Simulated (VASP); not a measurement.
# C: single point with r2SCAN

The system is C.

```
C
1.0
     1.78014   -1.78014    0.00000
     1.78014    0.00000   -1.78014
     6.94736    6.94736    6.94736
C
12
Direct
  0.66667 0.66667 0.27762
  0.00000 0.00000 0.10680
  0.33333 0.33333 0.44844
  0.66667 0.66667 0.79009
  0.00000 0.00000 0.61926
  0.33333 0.33333 0.96091
  0.66667 0.66667 0.40574
  0.00000 0.00000 0.23491
  0.33333 0.33333 0.57656
  0.66667 0.66667 0.91820
  0.00000 0.00000 0.74738
  0.33333 0.33333 0.06409
```

* Program: VASP 6.6.1
* Task: single point
* Functional: r2SCAN
* Potentials or basis: VASP PAW PBE potentials, release 64 (C)
* Cutoff: 520 eV
* k mesh: 10 × 10 × 2
* Occupations: gaussian, width 0.05 eV
* Spin: no spin polarisation
* Dipole correction: no
* Further INCAR settings: ALGO = Normal; EDIFF = 1e-06; NBANDS = 36

| Item | Value |
| --- | --- |
| Pressure | 21.5 GPa |
| Largest force | 14.678 eV/Å |
| Band gap on the k mesh | 4.11 eV, indirect (least direct gap 5.31 eV) |

Forces in eV/Å, atoms in the order of the input:
```
C    0.016  0.016  0.016
C    1.504  1.504  1.504
C    0.001  0.001  0.001
C    0.042  0.042  0.042
C    0.002  0.002  0.002
C   -8.474 -8.474 -8.474
C   -0.002 -0.002 -0.002
C   -0.042 -0.042 -0.042
C   -0.001 -0.001 -0.001
C   -1.504 -1.504 -1.504
C   -0.016 -0.016 -0.016
C    8.474  8.474  8.474
```

Stress tensor (GPa, compression positive):
```
21.54 18.78 18.78
18.78 21.54 18.78
18.78 18.78 21.54
```

Levels at points of the mesh, in eV from the valence-band top:
| k point | band 22 | band 23 | band 24 | band 25 | band 26 | band 27 |
| --- | --- | --- | --- | --- | --- | --- |
| (0.00, 0.00, 0.00) | -0.51 | 0.00 | 0.00 | 5.31 | 5.31 | 6.19 |
| (0.50, 0.00, 0.00) | -4.15 | -3.27 | -2.86 | 4.33 | 5.07 | 5.17 |
| (0.00, 0.00, 0.50) | -0.56 | -0.29 | -0.29 | 5.59 | 5.59 | 6.19 |
| (0.50, 0.00, 0.50) | -3.80 | -3.56 | -3.10 | 4.28 | 4.96 | 5.95 |

Wall time 5.8 min on 1 thread of Intel Xeon 8259CL (shared host), peak memory 0.2 GiB.

Caveat: the PAW data sets were made with another functional, which shifts forces and pressure a little. A k mesh can miss the band edges.
